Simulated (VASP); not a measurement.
Here is a VASP 6.6.1 calculation.

File INCAR:

```
PREC = Accurate ; ENCUT = 520
EDIFF = 1E-7 ; ISMEAR = 0
SIGMA = 0.15 ; LREAL = F
LASPH = T ; NELM = 80
ALGO = Fast ; ISIF = 2
LWAVE = F ; LCHARG = T
GGA = PS ; LELF = T
LVHAR = T ; NBANDS = 14
```

KPOINTS

```
regular mesh
0
Gamma
  30 30 30
```

Contents of POSCAR:

```
Rh
1.0
    0.0000000000      2.0531916252      1.6014894677
    2.0531916252      0.0000000000      1.6014894677
    2.0531916252      2.0531916252      0.0000000000
Rh
1
Direct
    0.0000000000      0.0000000000      0.0000000000
```

Potentials or basis: VASP PAW PBE potentials, release 64 (Rh_pv).

The run is started by

```console
$ cat potpaw_PBE.64/Rh_pv/POTCAR > POTCAR
$ mpirun -np 1 vasp_std > vasp.out
```

(1) What does it give for the pressure?

Answers

(1) 6.4 GPa.

Caveat: the PAW data sets were made with another functional, which shifts forces and pressure a little.
